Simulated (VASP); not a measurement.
# CdTe (F-43m) in VASP: further runs

The runs below take CdTe through single point, with PBEsol.

All numbers are computed with VASP 6.6.1; they aren't measurements. Logs are shortened: lines on timing, memory, paths and dates and some standing lists are left out, and cuts for length are marked.

## (1) The cell of the first run

Symmetry: F-43m, No. 216, cubic system. Conventional cell: a = 6.492 Å, b = 6.492 Å, c = 6.492 Å, α = 90.00°, β = 90.00°, γ = 90.00°. Cd (site symmetry -43m) has 4 Te at 2.81 Å within 3.7 Å. Within 3.7 Å of Te (site symmetry -43m) lie 4 Cd at 2.81 Å.

## (2) Single point, PBEsol

Contents of INCAR:

```
SYSTEM = CdTe
PREC     = Accurate       ! precision mode
ENCUT    = 500            ! plane-wave cutoff, eV
EDIFF    = 1E-6           ! SCF threshold, eV
ISMEAR   = 0              ! smearing method
SIGMA    = 0.05           ! smearing width, eV
LREAL    = .FALSE.        ! projectors in reciprocal space
LASPH    = .TRUE.         ! aspherical terms in the spheres
NELM     = 120            ! most SCF steps
ALGO     = Normal         ! electronic algorithm
ISIF     = 2              ! what is computed and relaxed
LWAVE    = .FALSE.        ! write WAVECAR
LCHARG   = .TRUE.         ! write CHGCAR
GGA      = PS             ! functional
LELF     = .TRUE.         ! ELF
LVHAR    = .TRUE.       
NBANDS   = 16             ! bands
GGA_COMPAT= .FALSE.
```

Contents of KPOINTS:

```
regular mesh
0
G
  4 4 4
  0 0 0
```

Contents of POSCAR:

```
CdTe
1.0
    0.0000000000      3.2458162717      3.2458162717
    3.2458162717      0.0000000000      3.2458162717
    3.2458162717      3.2458162717      0.0000000000
Cd Te
1 1
Direct
    0.0000000000      0.0000000000      0.0000000000
    0.2500000000      0.2500000000      0.2500000000
```

Potentials or basis: VASP PAW PBE potentials, release 64 (Cd, Te).

Started as:

```bash
> cat potpaw_PBE.64/Cd/POTCAR potpaw_PBE.64/Te/POTCAR > POTCAR
> mpirun -np 1 vasp_std > vasp.out
```

OUTCAR:

```text
SYSTEM = CdTe
   PREC = Accurate
   ENCUT = 500
   EDIFF = 1E-6
   ISMEAR = 0
   LREAL = .FALSE.
   LASPH = .TRUE.
   NELM = 120
   ISIF = 2
   GGA = PS

 ion  position               nearest neighbor table
   1  0.000  0.000  0.000-   2 2.81   2 2.81   2 2.81   2 2.81
   2  0.250  0.250  0.250-   1 2.81   1 2.81   1 2.81   1 2.81

  LATTYP: Found a face centered cubic cell.
 ALAT       =     6.4916325434

  Lattice vectors:

 A1 = (   0.0000000000,   3.2458162717,   3.2458162717)
 A2 = (   3.2458162717,   0.0000000000,   3.2458162717)
 A3 = (   3.2458162717,   3.2458162717,   0.0000000000)

Analysis of symmetry for initial positions (statically):
=====================================================================
 Subroutine PRICEL returns:
 Original cell was already a primitive cell.

 Routine SETGRP: Setting up the symmetry group for a
 face centered cubic supercell.

 Subroutine GETGRP returns: Found 24 space group operations
 (whereof 24 operations were pure point group operations)
 out of a pool of 48 trial point group operations.

The static configuration has the point symmetry T_d .

Analysis of symmetry for dynamics (positions and initial velocities):
=====================================================================
 Subroutine PRICEL returns:
 Original cell was already a primitive cell.

 Routine SETGRP: Setting up the symmetry group for a
 face centered cubic supercell.

 Subroutine GETGRP returns: Found 24 space group operations
 (whereof 24 operations were pure point group operations)
 out of a pool of 48 trial point group operations.

The dynamic configuration has the point symmetry T_d .

 Subroutine INISYM returns: Found 24 space group operations
 (whereof 24 operations are pure point group operations),
 and found     1 'primitive' translations

----------------------------------------------------------------------------------------

                                     Primitive cell

  volume of cell :      68.3914

  direct lattice vectors                    reciprocal lattice vectors
     0.000000000  3.245816272  3.245816272    -0.154044455  0.154044455  0.154044455
     3.245816272  0.000000000  3.245816272     0.154044455 -0.154044455  0.154044455
     3.245816272  3.245816272  0.000000000     0.154044455  0.154044455 -0.154044455

  length of vectors
     4.590277392  4.590277392  4.590277392     0.266812823  0.266812823  0.266812823

  position of ions in fractional coordinates (direct lattice)
     0.000000000  0.000000000  0.000000000
     0.250000000  0.250000000  0.250000000

  ion indices of the primitive-cell ions
   primitive index   ion index
                 1           1
                 2           2

----------------------------------------------------------------------------------------

 KPOINTS: regular mesh

Automatic generation of k-mesh.
 Grid dimensions read from file:
 generate k-points for:    4    4    4

 Generating k-lattice:

  Cartesian coordinates                     Fractional coordinates (reciprocal lattice)
    -0.038511114  0.038511114  0.038511114     0.250000000  0.000000000  0.000000000
     0.038511114 -0.038511114  0.038511114     0.000000000  0.250000000  0.000000000
     0.038511114  0.038511114 -0.038511114     0.000000000  0.000000000  0.250000000

  Length of vectors
     0.066703206  0.066703206  0.066703206

  Shift w.r.t. Gamma in fractional coordinates (k-lattice)
     0.000000000  0.000000000  0.000000000

 Subroutine IBZKPT returns following result:
 ===========================================

 Found      8 irreducible k-points:

 Following reciprocal coordinates:
            Coordinates               Weight
  0.000000  0.000000  0.000000      1.000000
  0.250000  0.000000  0.000000      8.000000
  0.500000  0.000000  0.000000      4.000000
  0.250000  0.250000  0.000000      6.000000
  0.500000  0.250000  0.000000     24.000000
 -0.250000  0.250000  0.000000     12.000000
  0.500000  0.500000  0.000000      3.000000
 -0.250000  0.500000  0.250000      6.000000
   k-points           NKPTS =      8   k-points in BZ     NKDIM =      8   number of bands    NBANDS=     16
   number of dos      NEDOS =    301   number of ions     NIONS =      2
   total plane-waves  NPLWV =  46656
   dimension x,y,z NGX =    36 NGY =   36 NGZ =   36
   dimension x,y,z NGXF=    72 NGYF=   72 NGZF=   72
   ions per type =               1   1
   NGX,Y,Z   is equivalent  to a cutoff of  13.04, 13.04, 13.04 a.u.
   NGXF,Y,Z  is equivalent  to a cutoff of  26.08, 26.08, 26.08 a.u.
 SYSTEM =  CdTe
   PREC   = accura    normal or accurate (medium, high low for compatibility)
   ISTART =      0    job   : 0-new  1-cont  2-samecut
   ICHARG =      2    charge: 1-file 2-atom 10-const
   ISPIN  =      1    spin polarized calculation?
   LNONCOLLINEAR =      F non collinear calculations
   LSORBIT =      F    spin-orbit coupling
   LASPH  =      T    aspherical Exc in radial PAW
   ENCUT  =  500.0 eV  36.75 Ry    6.06 a.u.   8.37  8.37  8.37*2*pi/ulx,y,z
   NELM   =    120;   NELMIN=  2; NELMDL= -5     # of ELM steps
   EDIFF  = 0.1E-05   stopping-criterion for ELM
   LREAL  =      F    real-space projection
   EDIFFG = 0.1E-04   stopping-criterion for IOM
   NSW    =      0    number of steps for IOM
   IBRION =     -1    ionic relax: 0-MD 1-quasi-New 2-CG
   NFREE  =      0    steps in history (QN), initial steepest desc. (CG)
   ISIF   =      2    stress and relaxation
   ISYM   =      2    0-nonsym 1-usesym 2-fastsym
   POTIM  = 0.5000    time-step for ionic-motion
   TEBEG  =    0.0;   TEEND  =   0.0 temperature during run
   PSTRESS=    0.0 pullay stress
   NELECT =      18.0000    total number of electrons
   NUPDOWN=      -1.0000    fix difference up-down
   EMIN   =  10.00;   EMAX   =-10.00  energy-range for DOS
   EFERMI =   0.00;   METHOD = LEGACY
   ISMEAR =     0;   SIGMA  =   0.05  broadening in eV -4-tet -1-fermi 0-gaus
   EFERMI_NEDOS =   21; number of points for ismear=-14 and -15
   IALGO  =     38    algorithm
   IMIX   =      4    mixing-type and parameters
     AMIX     =   0.40;   BMIX     =  1.00
     AMIX_MAG =   1.60;   BMIX_MAG =  1.00
  volume/ion in A,a.u.               =      34.20       230.76
  Fermi-wavevector in a.u.,A,eV,Ry     =   1.049136  1.982579 14.975743  1.100686
  Thomas-Fermi vector in A             =   2.184086
   LORBIT       =      0    0 simple, 1 ext, 2 COOP (PROOUT), +10 PAW based schemes
   GGA     = PS    functional components
   LHFCALC =     F    Hartree Fock is set to
   AEXX    =    0.0000 exact exchange contribution
   IVDW    =     0    specifies the selected vdW correction
   LEPSILON=     F    determine dielectric tensor
   LRPA    =     F    only Hartree local field effects (RPA)
 non-spin polarized calculation
 Gauss-broadening in eV      SIGMA  =   0.05
  energy-cutoff  :      500.00
  volume of cell :       68.39
 maximum number of plane-waves:      1807
 NGX is ok and might be reduce to    36
   NGX = 17   NGY = 17   NGZ = 17

 number of electron      17.9999997 magnetization

 Free energy of the ion-electron system (eV)
  ---------------------------------------------------
  ext. energy  EPLUGINS =         0.00000000
  ---------------------------------------------------
  free energy    TOTEN  =        -5.42330869 eV

  energy without entropy =       -5.42330869  energy(sigma->0) =       -5.42330869

 E-fermi :   2.4407     XC(G=0):  -8.7457

 val. band max:        2.1953578141   @ k =   0.0000   0.0000   0.0000
 cond. band min:       2.8285584748   @ k =   0.0000   0.0000   0.0000
 fundamental gap:      0.6332006607
 Fermi energy:         2.4407357918

 k-point     1 :       0.0000    0.0000    0.0000
  band No.  band energies     occupation
      1      -8.9839      2.00000
      2      -6.0758      2.00000
      3      -6.0758      2.00000
      4      -6.0758      2.00000
      5      -5.8170      2.00000
      6      -5.8170      2.00000
      7       2.1954      2.00000
      8       2.1954      2.00000
      9       2.1954      2.00000
     10       2.8286      0.00000
     11       6.7234      0.00000
     12       6.7234      0.00000
     13       6.7234      0.00000
     14       9.4774      0.00000
     15      11.5158      0.00000
     16      11.5158      0.00000

 k-point     2 :       0.2500    0.0000    0.0000
  band No.  band energies     occupation
      1      -8.7821      2.00000
      2      -6.0402      2.00000
      3      -6.0402      2.00000
      4      -5.8806      2.00000
      5      -5.8175      2.00000
      6      -5.8175      2.00000
      7      -0.5678      2.00000
      8       1.7636      2.00000
      9       1.7636      2.00000
     10       4.0814      0.00000
     11       7.2736      0.00000
     12       7.2736      0.00000
     13       7.4532      0.00000
     14      10.3295      0.00000
     15      10.5656      0.00000
     16      10.5656      0.00000

 k-point     3 :       0.5000    0.0000    0.0000
  band No.  band energies     occupation
      1      -8.5824      2.00000
      2      -6.0130      2.00000
      3      -6.0130      2.00000
      4      -5.8080      2.00000
      5      -5.8080      2.00000
      6      -5.4700      2.00000
      7      -2.2638      2.00000
      8       1.4161      2.00000
      9       1.4161      2.00000
     10       3.9071      0.00000
     11       7.3079      0.00000
     12       7.3079      0.00000
     13       9.1142      0.00000
     14      10.6967      0.00000
     15      12.4294      0.00000
     16      12.4294      0.00000

 k-point     4 :       0.2500    0.2500    0.0000
  band No.  band energies     occupation
      1      -8.7167      2.00000
      2      -5.9989      2.00000
      3      -5.9989      2.00000
      4      -5.9194      2.00000
      5      -5.8017      2.00000
      6      -5.7900      2.00000
      7      -0.5115      2.00000
      8       1.1005      2.00000
      9       1.1005      2.00000
     10       5.0618      0.00000
     11       5.4125      0.00000
     12       8.5924      0.00000
     13       8.5924      0.00000
     14       8.8883      0.00000
     15      12.0491      0.00000
     16      12.6834      0.00000

 k-point     5 :       0.5000    0.2500    0.0000
  band No.  band energies     occupation
      1      -8.5222      2.00000
      2      -5.9802      2.00000
      3      -5.9610      2.00000
      4      -5.8582      2.00000
      5      -5.8010      2.00000
      6      -5.4165      2.00000
      7      -1.9161      2.00000
      8       0.0953      2.00000
      9       0.8092      2.00000
     10       5.0694      0.00000
     11       6.6150      0.00000
     12       8.2614      0.00000
     13       8.8660      0.00000
     14      11.0899      0.00000
     15      12.6516      0.00000
     16      13.0879      0.00000

 k-point     6 :      -0.2500    0.2500    0.0000
  band No.  band energies     occupation
      1      -8.5854      2.00000
      2      -5.9962      2.00000
      3      -5.9949      2.00000
      4      -5.8251      2.00000
      5      -5.8245      2.00000
      6      -5.5472      2.00000
      7      -1.5512      2.00000
      8       0.0270      2.00000
      9       1.3838      2.00000
     10       5.2499      0.00000
     11       7.3080      0.00000
     12       7.7337      0.00000
     13       7.9721      0.00000
     14      10.1473      0.00000
     15      11.6080      0.00000
     16      13.1830      0.00000

 k-point     7 :       0.5000    0.5000    0.0000
  band No.  band energies     occupation
      1      -8.4601      2.00000
      2      -5.9224      2.00000
      3      -5.9128      2.00000
      4      -5.9128      2.00000
      5      -5.7864      2.00000
      6      -5.3334      2.00000
      7      -2.1454      2.00000
      8       0.3203      2.00000
      9       0.3203      2.00000
     10       4.6782      0.00000
     11       4.7806      0.00000
     12      10.8938      0.00000
     13      11.2272      0.00000
     14      11.2272      0.00000
     15      12.9921      0.00000
     16      13.6887      0.00000

 k-point     8 :      -0.2500    0.5000    0.2500
  band No.  band energies     occupation
      1      -8.4618      2.00000
      2      -5.9538      2.00000
      3      -5.9487      2.00000
      4      -5.8465      2.00000
      5      -5.8169      2.00000
      6      -5.2507      2.00000
      7      -2.0226      2.00000
      8      -0.1478      2.00000
      9      -0.0235      2.00000
     10       6.3898      0.00000
     11       6.7730      0.00000
     12       7.6495      0.00000
     13       8.3797      0.00000
     14      11.7391      0.00000
     15      13.2459      0.00000
     16      13.3684      0.00000

------------------------ aborting loop because EDIFF is reached ----------------------------------------

  FORCE on cell =-STRESS in cart. coord.  units (eV):
  Direction    XX          YY          ZZ          XY          YZ          ZX
  --------------------------------------------------------------------------------------
  -------------------------------------------------------------------------------------
  Total        0.1523571      0.1523571      0.1523571     -0.0000000      0.0000000     -0.0000000
  in kB        3.5692048      3.5692048      3.5692048     -0.0000000      0.0000000     -0.0000000
  external PRESSURE =       3.5692048 kB  Pullay stress =       0.0000000 kB

 VOLUME and BASIS-vectors are now :
 -----------------------------------------------------------------------------
  energy-cutoff  :      500.00
  volume of cell :       68.39
      direct lattice vectors                 reciprocal lattice vectors
     0.000000000  3.245816272  3.245816272    -0.154044455  0.154044455  0.154044455
     3.245816272  0.000000000  3.245816272     0.154044455 -0.154044455  0.154044455
     3.245816272  3.245816272  0.000000000     0.154044455  0.154044455 -0.154044455

 POSITION                                       TOTAL-FORCE (eV/Angst)
 -----------------------------------------------------------------------------------
      0.00000      0.00000      0.00000        -0.000000     -0.000000     -0.000000
      1.62291      1.62291      1.62291         0.000000      0.000000      0.000000
 -----------------------------------------------------------------------------------
    total drift:                                0.000000      0.000000      0.000000

  FREE ENERGIE OF THE ION-ELECTRON SYSTEM (eV)
  ---------------------------------------------------
  free  energy   TOTEN  =        -5.4233086868 eV

  energy  without entropy=       -5.4233086868  energy(sigma->0) =       -5.42330869
```

Wall time 20 s (1 thread of Intel Xeon 8259CL, shared host); peak memory 0.2 GiB.

Results:

```
Free energy            : -5.4233 eV
Pressure               : 0.4 GPa
Band gap on the k mesh : 0.63 eV
```

Caveat: the PAW data sets were made with another functional, which shifts forces and pressure a little; spin-orbit coupling is left out, which moves the levels of the heavy elements.

## (3) Single point, PBEsol

This run uses another cell than the first one, of 39.08 Å³/atom.

Contents of INCAR:

```
SYSTEM = CdTe
PREC = Accurate ; ENCUT = 500
EDIFF = 1E-6 ; ISMEAR = 0
SIGMA = 0.05 ; LREAL = .FALSE.
LASPH = .TRUE. ; NELM = 120
ALGO = Normal ; ISIF = 2
LWAVE = .FALSE. ; LCHARG = .FALSE.
GGA = PS ; NBANDS = 16
GGA_COMPAT = .FALSE.
```

Contents of KPOINTS:

```
Automatic mesh
0
G
  4 4 4
  0 0 0
```

Contents of POSCAR:

```
CdTe
1.0
    0.0000000000      3.3934339422      3.3934339422
    3.3934339422      0.0000000000      3.3934339422
    3.3934339422      3.3934339422      0.0000000000
Cd Te
1 1
Direct
    0.0000000000      0.0000000000      0.0000000000
    0.2500000000      0.2500000000      0.2500000000
```

Potentials or basis: VASP PAW PBE potentials, release 64 (Cd, Te).

Started as:

```bash
> cat potpaw_PBE.64/Cd/POTCAR potpaw_PBE.64/Te/POTCAR > POTCAR
> mpirun -np 1 vasp_std > vasp.out
```

It took 19 s on 1 thread of Intel Xeon 8259CL, shared host; peak memory 0.2 GiB.

Results (log left out):

| Property | Result |
| --- | --- |
| Free energy | -5.3015 eV |
| Pressure | -3.8 GPa |
| Band gap on the k mesh | 0.25 eV |

Levels at points of the mesh, in eV from the valence-band top:
```csv
k point,band 6,band 7,band 8,band 9,band 10,band 11,band 12,band 13
"(0.00, 0.00, 0.00)",-7.73,0.00,0.00,0.00,0.25,4.59,4.59,4.59
"(0.50, 0.00, 0.00)",-7.48,-3.77,-0.60,-0.60,1.57,5.14,5.14,6.71
"(0.50, 0.50, 0.00)",-7.38,-3.74,-1.46,-1.46,2.56,2.75,8.04,8.36
```

Caveat: the cell stands under tension; the PAW data sets were made with another functional, which shifts forces and pressure a little; spin-orbit coupling is left out, which moves the levels of the heavy elements.

## (4) Single point, PBEsol

This run uses another cell than the first one, of 37.81 Å³/atom.

Contents of INCAR:

```
PREC = Accurate ; ENCUT = 500
EDIFF = 1E-6 ; ISMEAR = 0
SIGMA = 0.05 ; LREAL = False
LASPH = True ; NELM = 120
ALGO = Normal ; ISIF = 2
LWAVE = False ; LCHARG = False
GGA = PS ; NBANDS = 16
GGA_COMPAT = False
```

Contents of KPOINTS:

```
regular mesh
0
Gamma
  4 4 4
```

Contents of POSCAR:

```
CdTe
1.0
    0.0000000000      3.3564327535      3.3564327535
    3.3564327535      0.0000000000      3.3564327535
    3.3564327535      3.3564327535      0.0000000000
Cd Te
1 1
Direct
    0.0000000000      0.0000000000      0.0000000000
    0.2500000000      0.2500000000      0.2500000000
```

Started as:

```bash
> cat potpaw_PBE.64/Cd/POTCAR potpaw_PBE.64/Te/POTCAR > POTCAR
> mpirun -np 1 vasp_std > vasp.out
```

Run time: 20 s. Hardware: 1 thread of Intel Xeon 8259CL, shared host; peak memory 0.2 GiB.

The run converged. Its results:

```yaml
Free_energy: -5.3554 eV
Pressure: -3.0 GPa
Band_gap_on_the_k_mesh: 0.34 eV
```

Levels at points of the mesh, in eV from the valence-band top:
| k point | band 7 | band 8 | band 9 | band 10 | band 11 | band 12 |
| --- | --- | --- | --- | --- | --- | --- |
| (0.00, 0.00, 0.00) | 0.00 | 0.00 | 0.00 | 0.34 | 4.58 | 4.58 |
| (0.50, 0.00, 0.00) | -3.92 | -0.64 | -0.64 | 1.61 | 5.14 | 5.14 |
| (0.50, 0.50, 0.00) | -3.88 | -1.56 | -1.56 | 2.58 | 2.69 | 8.19 |

Caveat: the cell stands under tension; the PAW data sets were made with another functional, which shifts forces and pressure a little; spin-orbit coupling is left out, which moves the levels of the heavy elements.

(Continued in part 2 of 2.)
